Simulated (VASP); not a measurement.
**Rh: single point with PBE+D3(BJ)**

Rh:

```
Rh
1.0
     0.00000    1.89671    1.89671
     1.89671    0.00000    1.89671
     1.89671    1.89671    0.00000
Rh
1
Direct
  0.00000 0.00000 0.00000
```

```yaml
Program: VASP 6.6.1
Task: single point
Functional: PBE
Dispersion: D3(BJ)
Potentials_or_basis: VASP PAW PBE potentials, release 64 (Rh_pv)
Cutoff: 520 eV
k_mesh: 18 × 18 × 18
Occupations: gaussian, width 0.1 eV
Spin: no spin polarisation
Dipole_correction: no
Further_INCAR_settings: ALGO = Normal; EDIFF = 1e-07; NBANDS = 14
```

```
Pressure                   : 0.0 GPa
Dispersion energy per atom : -0.652 eV
```

Levels at points of the mesh, in eV from the Fermi level:
| k point | band 4 | band 5 | band 6 | band 7 | band 8 | band 9 | band 10 | band 11 |
| --- | --- | --- | --- | --- | --- | --- | --- | --- |
| (0.00, 0.00, 0.00) | -8.02 | -3.12 | -3.12 | -3.12 | -1.01 | -1.01 | 15.99 | 20.49 |
| (0.50, 0.00, 0.00) | -6.19 | -3.20 | -3.20 | 0.57 | 0.57 | 0.72 | 8.71 | 15.50 |
| (0.50, 0.50, 0.00) | -6.39 | -6.02 | 0.54 | 0.99 | 0.99 | 3.27 | 12.36 | 13.36 |

Wall time 19 s on 1 thread of Intel(R) Xeon(R) Platinum 8375C CPU @ 2.90GHz (Ice Lake), on a shared host, peak memory 0.16 GiB.

Caveat: pairwise dispersion overbinds metals, which lowers pressure and volume.
